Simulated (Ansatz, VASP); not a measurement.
## One calculation of InSe, two programs

INCAR

```
PREC = Accurate ; ENCUT = 520
EDIFF = 1E-6 ; ISMEAR = -1
SIGMA = 0.05 ; LREAL = False
LASPH = True ; NELM = 60
ALGO = Normal ; ISIF = 2
LWAVE = False ; LCHARG = True
GGA = CA ; LELF = True
LVHAR = True ; NBANDS = 27
```

KPOINTS

```
regular mesh
0
Gamma
  8 8 8
```

POSCAR

```
InSe
1.0
    2.0132454191      1.1623477847      8.4958956687
   -2.0132454191      1.1623477847      8.4958956687
    0.0000000000     -2.3246955694      8.4958956687
In Se
2 2
Direct
    0.8886000000      0.8886000000      0.8886000000
    0.0000000000      0.0000000000      0.0000000000
    0.1719000000      0.1719000000      0.1719000000
    0.3835000000      0.3835000000      0.3835000000
```

The input input.yaml:

```yaml
crystal:
  lattice:
    - [2.0132454191, 1.1623477847, 8.4958956687]
    - [-2.0132454191, 1.1623477847, 8.4958956687]
    - [0.0, -2.3246955694, 8.4958956687]
  atoms:
    - { symbol: In, position: [0.8886, 0.8886, 0.8886] }
    - { symbol: In, position: [0.0, 0.0, 0.0] }
    - { symbol: Se, position: [0.1719, 0.1719, 0.1719] }
    - { symbol: Se, position: [0.3835, 0.3835, 0.3835] }
kpoints:
  mp_grid: { grid: [8, 8, 8] }
scf:
  occupations: { method: fermi_dirac, width: 0.05 }
hamiltonian:
  xc: lda
  pseudopotentials: { kind: all_electron, lapw: { basis_error: 0.002 } }
output:
  forces: true
  stress: true
  eigenvalues: true
```

Change from the starting cell: volume scaled by 1.02.

Alike in both runs: task single point; functional LDA; k mesh 8 × 8 × 8; occupations fermi-dirac, width 0.05 eV; no spin polarisation.

|  | VASP | Ansatz |
| --- | --- | --- |
| version | VASP 6.6.1 | Ansatz 0.2.0 |
| potentials or method | VASP PAW LDA potentials, release 64 (In_d, Se), cutoff 520 eV | all-electron LAPW, scalar-relativistic |

```tsv
	VASP	Ansatz	Ansatz less VASP
gap on the k mesh at the Fermi level (eV)	0.18	0.17	-0.008
least direct gap on the mesh (eV)	0.18	0.17	-0.008
pressure (GPa)	-2.3	-2.4	-0.10
traceless stress, the component that is largest in VASP (GPa)	-0.72	-0.73	-0.012
rms of the force components (eV/Å)	0.101	0.105	+0.0040
```

LDA's correlation is that of Perdew and Zunger in VASP and of Perdew and Wang (1992) in Ansatz. Atom by atom the forces differ by 0.011 eV/Å (rms over components). Ansatz ran all-electron here, and VASP with PAW potentials.
